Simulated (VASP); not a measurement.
# Au (I4/mmm) in VASP: single point with PBE

Aim: the single point of Au with PBE.

Program: VASP 6.6.1. These are calculated values, not measurements. Logs are shortened: lines on timing, memory, paths and dates and some standing lists are left out, and cuts for length are marked.

## (1) The cell of the first run

It takes space group I4/mmm (No. 139, tetragonal). Conventional cell: a = 3.495 Å, b = 3.495 Å, c = 2.962 Å, α = 90.00°, β = 90.00°, γ = 90.00°. Au (site symmetry 4/mmm) has 14 Au at 2.88 to 3.49 Å within 3.8 Å.

## (2) Single point, PBE

File INCAR:

```
ALGO = Normal
EDIFF = 1E-6
ENCUT = 520
GGA = PE
ISIF = 2
ISMEAR = 0
LASPH = T
LCHARG = F
LREAL = F
LWAVE = F
NBANDS = 12
NELM = 100
PREC = Accurate
SIGMA = 0.1
```

File KPOINTS:

```
k-points
0
Gamma
  18 18 18
```

File POSCAR:

```
Au
1.0
   -1.7474224718      1.7474224718      1.4810089149
    1.7474224718     -1.7474224718      1.4810089149
    1.7474224718      1.7474224718     -1.4810089149
Au
1
Direct
    0.0000000000      0.0000000000      0.0000000000
```

Potentials or basis: VASP PAW PBE potentials, release 64 (Au).

On the command line:

```bash
> cat potpaw_PBE.64/Au/POTCAR > POTCAR
> mpirun -np 1 vasp_std > vasp.out
```

OUTCAR:

```text
EDIFF = 1E-6
   ENCUT = 520
   GGA = PE
   ISIF = 2
   ISMEAR = 0
   LASPH = T
   LREAL = F
   NELM = 100
   PREC = Accurate

 ion  position               nearest neighbor table
   1  0.000  0.000  0.000-

  LATTYP: Found a body centered tetragonal cell.
 ALAT       =     3.4948449436
 C/A-ratio  =     0.8475391262

  Lattice vectors:

 A1 = (  -1.7474224718,   1.7474224718,   1.4810089149)
 A2 = (   1.7474224718,  -1.7474224718,   1.4810089149)
 A3 = (   1.7474224718,   1.7474224718,  -1.4810089149)

Analysis of symmetry for initial positions (statically):
=====================================================================
 Subroutine PRICEL returns:
 Original cell was already a primitive cell.

 Routine SETGRP: Setting up the symmetry group for a
 body centered tetragonal supercell.

 Subroutine GETGRP returns: Found 16 space group operations
 (whereof 16 operations were pure point group operations)
 out of a pool of 16 trial point group operations.

The static configuration has the point symmetry D_4h.

Analysis of symmetry for dynamics (positions and initial velocities):
=====================================================================
 Subroutine PRICEL returns:
 Original cell was already a primitive cell.

 Routine SETGRP: Setting up the symmetry group for a
 body centered tetragonal supercell.

 Subroutine GETGRP returns: Found 16 space group operations
 (whereof 16 operations were pure point group operations)
 out of a pool of 16 trial point group operations.

The dynamic configuration has the point symmetry D_4h.

 Subroutine INISYM returns: Found 16 space group operations
 (whereof 16 operations are pure point group operations),
 and found     1 'primitive' translations

----------------------------------------------------------------------------------------

                                     Primitive cell

  volume of cell :      18.0890

  direct lattice vectors                    reciprocal lattice vectors
    -1.747422472  1.747422472  1.481008915     0.000000000  0.286135727  0.337607691
     1.747422472 -1.747422472  1.481008915     0.286135727  0.000000000  0.337607691
     1.747422472  1.747422472 -1.481008915     0.286135727  0.286135727  0.000000000

  length of vectors
     2.881034189  2.881034189  2.881034189     0.442552378  0.442552378  0.404657026

  position of ions in fractional coordinates (direct lattice)
     0.000000000  0.000000000  0.000000000

  ion indices of the primitive-cell ions
   primitive index   ion index
                 1           1

----------------------------------------------------------------------------------------

 KPOINTS: k-points

Automatic generation of k-mesh.
 Grid dimensions read from file:
 generate k-points for:   18   18   18

 Generating k-lattice:

  Cartesian coordinates                     Fractional coordinates (reciprocal lattice)
     0.000000000  0.015896429  0.018755983     0.055555556 -0.000000000  0.000000000
     0.015896429  0.000000000  0.018755983    -0.000000000  0.055555556  0.000000000
     0.015896429  0.015896429  0.000000000     0.000000000  0.000000000  0.055555556

  Length of vectors
     0.024586243  0.024586243  0.022480946

  Shift w.r.t. Gamma in fractional coordinates (k-lattice)
     0.000000000  0.000000000  0.000000000

 Subroutine IBZKPT returns following result:
 ===========================================

 Found    480 irreducible k-points:

 Following reciprocal coordinates:
            Coordinates               Weight
  0.000000  0.000000  0.000000      1.000000
  0.055556  0.000000 -0.000000      8.000000
  0.111111  0.000000 -0.000000      8.000000
  0.166667  0.000000 -0.000000      8.000000
  0.222222  0.000000  0.000000      8.000000
  0.277778  0.000000 -0.000000      8.000000
[... 16 lines left out ...]
 -0.277778  0.055556  0.000000     16.000000
 -0.222222  0.055556  0.000000     16.000000
 [... further k-points ...]
   k-points           NKPTS =    480   k-points in BZ     NKDIM =    480   number of bands    NBANDS=     12
   number of dos      NEDOS =    301   number of ions     NIONS =      1
   total plane-waves  NPLWV =  13824
   dimension x,y,z NGX =    24 NGY =   24 NGZ =   24
   dimension x,y,z NGXF=    48 NGYF=   48 NGZF=   48
   ions per type =               1
   NGX,Y,Z   is equivalent  to a cutoff of  13.85, 13.85, 13.85 a.u.
   NGXF,Y,Z  is equivalent  to a cutoff of  27.70, 27.70, 27.70 a.u.
 SYSTEM =  unknown system
   PREC   = accura    normal or accurate (medium, high low for compatibility)
   ISTART =      0    job   : 0-new  1-cont  2-samecut
   ICHARG =      2    charge: 1-file 2-atom 10-const
   ISPIN  =      1    spin polarized calculation?
   LNONCOLLINEAR =      F non collinear calculations
   LSORBIT =      F    spin-orbit coupling
   LASPH  =      T    aspherical Exc in radial PAW
   ENCUT  =  520.0 eV  38.22 Ry    6.18 a.u.   5.36  5.36  5.36*2*pi/ulx,y,z
   NELM   =    100;   NELMIN=  2; NELMDL= -5     # of ELM steps
   EDIFF  = 0.1E-05   stopping-criterion for ELM
   LREAL  =      F    real-space projection
   EDIFFG = 0.1E-04   stopping-criterion for IOM
   NSW    =      0    number of steps for IOM
   IBRION =     -1    ionic relax: 0-MD 1-quasi-New 2-CG
   NFREE  =      0    steps in history (QN), initial steepest desc. (CG)
   ISIF   =      2    stress and relaxation
   ISYM   =      2    0-nonsym 1-usesym 2-fastsym
   POTIM  = 0.5000    time-step for ionic-motion
   TEBEG  =    0.0;   TEEND  =   0.0 temperature during run
   PSTRESS=    0.0 pullay stress
   NELECT =      11.0000    total number of electrons
   NUPDOWN=      -1.0000    fix difference up-down
   EMIN   =  10.00;   EMAX   =-10.00  energy-range for DOS
   EFERMI =   0.00;   METHOD = LEGACY
   ISMEAR =     0;   SIGMA  =   0.10  broadening in eV -4-tet -1-fermi 0-gaus
   EFERMI_NEDOS =   21; number of points for ismear=-14 and -15
   IALGO  =     38    algorithm
   IMIX   =      4    mixing-type and parameters
     AMIX     =   0.40;   BMIX     =  1.00
     AMIX_MAG =   1.60;   BMIX_MAG =  1.00
  volume/ion in A,a.u.               =      18.09       122.07
  Fermi-wavevector in a.u.,A,eV,Ry     =   1.386973  2.620998 26.173434  1.923693
  Thomas-Fermi vector in A             =   2.511238
   LORBIT       =      0    0 simple, 1 ext, 2 COOP (PROOUT), +10 PAW based schemes
   GGA     = PE    functional components
   LHFCALC =     F    Hartree Fock is set to
   AEXX    =    0.0000 exact exchange contribution
   IVDW    =     0    specifies the selected vdW correction
   LEPSILON=     F    determine dielectric tensor
   LRPA    =     F    only Hartree local field effects (RPA)
 non-spin polarized calculation
 Gauss-broadening in eV      SIGMA  =   0.10
  energy-cutoff  :      520.00
  volume of cell :       18.09
 maximum number of plane-waves:       510
 NGX is ok and might be reduce to    24
   NGX = 11   NGY = 11   NGZ = 11

 number of electron      10.9999999 magnetization

 Free energy of the ion-electron system (eV)
  ---------------------------------------------------
  ext. energy  EPLUGINS =         0.00000000
  ---------------------------------------------------
  free energy    TOTEN  =        -3.20588589 eV

  energy without entropy =       -3.20357471  energy(sigma->0) =       -3.20473030

 E-fermi :   8.5923     XC(G=0): -12.3570

 val. band max:        8.5921445839   @ k =  -0.1667  -0.3333   0.0556
 cond. band min:       8.6052648381   @ k =   0.5000   0.2778   0.0556
 fundamental gap:      0.0131202542
 Fermi energy:         8.5923112516

 k-point     1 :       0.0000    0.0000    0.0000
  band No.  band energies     occupation
      1      -0.7301      2.00000
      2       3.3753      2.00000
      3       4.4618      2.00000
      4       4.4618      2.00000
      5       4.8325      2.00000
      6       6.1494      2.00000
      7      23.8808      0.00000
      8      23.8808      0.00000
      9      27.4054      0.00000
     10      30.6746      0.00000
     11      30.6746      0.00000
     12      31.9965      0.00000

 k-point     2 :       0.0556    0.0000   -0.0000
  band No.  band energies     occupation
      1      -0.6129      2.00000
      2       3.4063      2.00000
      3       4.4437      2.00000
      4       4.4586      2.00000
      5       4.8621      2.00000
      6       6.1109      2.00000
      7      23.9453      0.00000
      8      24.0156      0.00000
      9      27.1399      0.00000
     10      29.7989      0.00000
     11      30.3480      0.00000
     12      32.1861      0.00000

 k-point     3 :       0.1111    0.0000   -0.0000
  band No.  band energies     occupation
      1      -0.2691      2.00000
      2       3.4617      2.00000
      3       4.3732      2.00000
      4       4.4912      2.00000
      5       4.9718      2.00000
      6       6.0108      2.00000
      7      24.0640      0.00000
      8      24.3928      0.00000
      9      26.1620      0.00000
     10      28.9795      0.00000
     11      29.4547      0.00000
     12      31.1474      0.00000
[... 286 lines left out ...]
 k-point    23 :      -0.2778    0.0556    0.0000
  band No.  band energies     occupation
      1       1.2680      2.00000
      2       3.2625      2.00000
      3       4.1646      2.00000
      4       5.2546      2.00000
      5       5.5899      2.00000
      6       5.7686      2.00000
      7      21.2025      0.00000
      8      22.7010      0.00000
      9      24.4178      0.00000
     10      26.9485      0.00000
     11      28.8216      0.00000
     12      31.0526      0.00000

 k-point    24 :      -0.2222    0.0556    0.0000
  band No.  band energies     occupation
      1       0.6017      2.00000
      2       3.4014      2.00000
      3       4.1904      2.00000
      4       4.8874      2.00000
      5       5.2256      2.00000
      6       5.8698      2.00000
      7      22.7253      0.00000
      8      23.9532      0.00000
      9      24.9260      0.00000
     10      27.2279      0.00000
     11      29.3118      0.00000
     12      30.4295      0.00000

 [... further k-points ...]
[... 5 lines left out ...]
  --------------------------------------------------------------------------------------
  -------------------------------------------------------------------------------------
  Total       -0.0238633     -0.0238633     -0.0212689      0.0000000      0.0000000      0.0000000
  in kB       -2.1136211     -2.1136211     -1.8838308      0.0000000      0.0000000      0.0000000
  external PRESSURE =      -2.0370244 kB  Pullay stress =       0.0000000 kB

 VOLUME and BASIS-vectors are now :
 -----------------------------------------------------------------------------
  energy-cutoff  :      520.00
  volume of cell :       18.09
      direct lattice vectors                 reciprocal lattice vectors
    -1.747422472  1.747422472  1.481008915     0.000000000  0.286135727  0.337607691
     1.747422472 -1.747422472  1.481008915     0.286135727  0.000000000  0.337607691
     1.747422472  1.747422472 -1.481008915     0.286135727  0.286135727  0.000000000

 POSITION                                       TOTAL-FORCE (eV/Angst)
 -----------------------------------------------------------------------------------
      0.00000      0.00000      0.00000         0.000000      0.000000     -0.000000
 -----------------------------------------------------------------------------------
    total drift:                               -0.000000      0.000000      0.000000

  FREE ENERGIE OF THE ION-ELECTRON SYSTEM (eV)
  ---------------------------------------------------
  free  energy   TOTEN  =        -3.2058858850 eV

  energy  without entropy=       -3.2035747105  energy(sigma->0) =       -3.20473030
```

Wall time 72 s (1 thread of Oxide Virtual Turin-like, shared host); peak memory 0.19 GiB.

What came out:

* Free energy: -3.2059 eV
* Pressure: -0.2 GPa
* Band gap on the k mesh: zero (an odd number of electrons rules out a gap without spin polarisation)

Caveat: spin-orbit coupling is left out, which moves the levels of the heavy elements.
